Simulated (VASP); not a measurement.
A run of VASP 6.6.1 is set up as follows.

The input POSCAR:

```
TaN
1.0
    2.9379988584      0.0000000000      0.0000000000
   -1.4689994292      2.5443816477      0.0000000000
    0.0000000000      0.0000000000      2.8830000000
Ta N
1 1
Direct
    0.3333333333      0.6666666667      0.5000000000
    0.0000000000      0.0000000000      0.0650364204
```

INCAR.step1

```
ALGO = Normal
EDIFF = 1E-4
ENCUT = 520
GGA = PE
ISMEAR = 0
LASPH = True
LCHARG = False
LREAL = False
LWAVE = True
NBANDS = 15
NELM = 100
PREC = Accurate
SIGMA = 0.15
```

INCAR.step2

```
ALGO = Normal
EDIFF = 1E-6
ENCUT = 520
ISIF = 2
ISMEAR = 0
ISTART = 1
LASPH = True
LCHARG = False
LMIXTAU = True
LREAL = False
LWAVE = False
METAGGA = R2SCAN
NBANDS = 15
NELM = 100
PREC = Accurate
SIGMA = 0.15
```

The input KPOINTS:

```
k-points
0
Gamma
  18 18 16
```

Potentials or basis: VASP PAW PBE potentials, release 64 (Ta_pv, N).

Launch:

```console
$ cat potpaw_PBE.64/Ta_pv/POTCAR potpaw_PBE.64/N/POTCAR > POTCAR
$ cp INCAR.step1 INCAR
$ mpirun -np 1 vasp_std > vasp.out
$ cp INCAR.step2 INCAR
$ mpirun -np 1 vasp_std > vasp.out
```

Q: What does it give for the pressure?

A: 9.0 GPa.

Q: Predict the largest force.

A: 2.917 eV/Å.

Stress tensor (GPa, compression positive):
```
 8.04  0.00  0.00
 0.00  8.04  0.00
 0.00  0.00 10.80
```

Caveat: the cell differs from its parent crystal (all N atoms moved +0.188 Å, as atom 2 along Cartesian [0 0 1]); the cell stands under pressure; the PAW data sets were made with another functional, which shifts forces and pressure a little.
